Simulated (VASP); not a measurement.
Input of a VASP 6.6.1 run:

INCAR

```
PREC = Accurate
ENCUT = 520
EDIFF = 1E-6
ISMEAR = 0
SIGMA = 0.01
LREAL = F
LASPH = T
NELM = 200
ALGO = Normal
ISIF = 2
LWAVE = F
LCHARG = F
ISPIN = 2
MAGMOM = 0 0 0 0 0 0 0 5 0 0 0 0 0 0 0 0 0 0 0 0 0 0 0 0
LORBIT = 11
NUPDOWN = 5.0
LMAXMIX = 4
GGA = PE
NBANDS = 91
NELECT = 139.0
GGA_COMPAT = F
```

File KPOINTS:

```
Automatic mesh
0
Gamma
  1 1 1
  0.25 0.25 0.25
```

File POSCAR:

```
Si7RuO16
1.0
    0.0000000000      5.0813926900      7.0944098900
    5.0813926900      0.0000000000      7.0944098900
    5.0813926900      5.0813926900      0.0000000000
Si Ru O
7 1 16
Direct
    0.2542854754      0.2516515805      0.4442897036
    0.7439499808      0.7501786243      0.9503803256
    0.0429854753      0.6984710339      0.1497371688
    0.5896670268      0.1558912163      0.6048993134
    0.4082706232      0.8456143963      0.3509776977
    0.9553829096      0.3031490635      0.8909747623
   -0.0010379291      0.0007008600      0.3106699272
    0.4987352147      0.5006254165      0.7879291711
    0.1365530055      0.2198962406      0.6845458692
    0.5371715549      0.7816954083      0.1220842060
    0.4470011654      0.3185453089      0.7560750761
    0.9398072768      0.8700195927      0.2842777798
    0.4613150098      0.2201098519      0.4401779851
    0.8627731252      0.7821345895      1.0393435023
    0.2039550353      0.8451315291      0.4156804404
    0.7575398126      0.3209027885      0.9027790969
    0.0576634637      0.1312349542      0.0941419287
    0.5504372549      0.6829923883      0.5225006587
    0.3242235368      0.0833225388      0.3283584295
    0.9003733895      0.5206489937      0.8955423631
    0.2415551911      0.6808262753      0.9831949960
    0.7942361728      0.1561170097      0.4654912827
    0.0974427726      0.4807064549      0.3159936725
    0.6735765835      0.9181060364      0.7359390928
```

Potentials or basis: VASP PAW PBE potentials, release 64 (Si, Ru_pv, O).

Run with:

```console
$ cat potpaw_PBE.64/Si/POTCAR potpaw_PBE.64/Ru_pv/POTCAR potpaw_PBE.64/O/POTCAR > POTCAR
$ mpirun -np 1 vasp_std > vasp.out
```

(1) Estimate the largest force.

Results:

(1) 0.093 eV/Å.

Caveat: the k points lie up to 0.49 Å⁻¹ apart; the cell carries a net charge on a neutralising background, which shifts energy and pressure; the total moment is fixed, so each spin has its own Fermi level and the state may be an excited one.
